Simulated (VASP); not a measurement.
Runs of VASP 6.6.1 on Ga. The structure is that of space group P6/mmm (No. 191), or close to it. The cells are those of the table. 

| cell | gap on the mesh (eV) | pressure (GPa) |
| --- | --- | --- |
| a = 4.765, b = 4.765, c = 3.060 Å, angles 90.0, 90.0, 120.0°, 3 atoms | none | 0.3 |
| a = 4.828, b = 4.828, c = 3.100 Å, angles 90.0, 90.0, 120.0°, 3 atoms | none | -1.2 |
| a = 4.949, b = 4.949, c = 3.177 Å, angles 90.0, 90.0, 120.0°, 3 atoms | none | -3.3 |
| a = 4.701, b = 4.701, c = 3.018 Å, angles 90.0, 90.0, 120.0°, 3 atoms | none | (a) |
| a = 4.889, b = 4.889, c = 3.139 Å, angles 90.0, 90.0, 120.0°, 3 atoms | none | -2.3 |
| a = 4.566, b = 4.566, c = 2.932 Å, angles 90.0, 90.0, 120.0°, 3 atoms | none | (b) |
| a = 4.635, b = 4.635, c = 2.976 Å, angles 90.0, 90.0, 120.0°, 3 atoms | none | 4.6 |

Alike in all rows: task single point; level RPBE; potentials or basis VASP PAW PBE potentials, release 64 (Ga_d); no spin polarisation; k mesh 9 × 9 × 12; cutoff (eV) 520; smearing fermi-dirac 0.1 eV.

**Question.** Estimate the missing entries.

**Answer.** (a) 2.2; (b) 7.7.

Caveats: the PAW data sets were made with another functional, which shifts forces and pressure a little.

A k mesh can miss the band edges, and the runs leave out spin-orbit coupling on Ga.

A gap of «none» marks levels without a gap at the run's occupations.
